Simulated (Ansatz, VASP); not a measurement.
MgBe2SeO2 in VASP and in Ansatz

```
Mg Be Se O
1.0
     4.16224    0.00000    0.00000
    -2.08112    3.60461    0.00000
     0.00000    0.00000    4.62724
Mg Be Se O
1 2 1 2
Cartesian
  0.0000 0.0000 0.0000
  0.0000 2.4031 2.3136
  2.0811 1.2015 2.3136
  0.0000 0.0000 2.3136
  0.0000 2.4031 0.0000
  2.0811 1.2015 0.0000
```

Alike in both runs: functional PBE; k mesh 6 × 6 × 4; occupations gaussian, width 0.1 eV; no spin polarisation.

Ansatz relaxed the structure, and its values are those at the end. VASP's run is a single point on that final structure, the one shown.

```csv
,VASP,Ansatz
version,VASP 6.6.1,Ansatz 0.2.0
potentials or method,"VASP PAW PBE potentials, release 64 (Mg, Be, Se, O), cutoff 520 eV","scalar-relativistic, plane waves, PAW"
valence electrons in the cell,24,42
```

Ansatz gave:

```
gap on the k mesh at the Fermi level (eV) : none
pressure (GPa)                            : 0.0
```

Problem. What did VASP give for the same quantities?

Solution. gap on the k mesh at the Fermi level (eV): none; pressure (GPa): -0.1.

A gap of «none» marks a metal or a gap that the smearing closes. The functional is the same, so the differences come from potentials, cutoffs and numerics. VASP's potentials hold 24 valence electrons a cell and Ansatz's 42, so a difference there can come from the potentials and not from the codes.
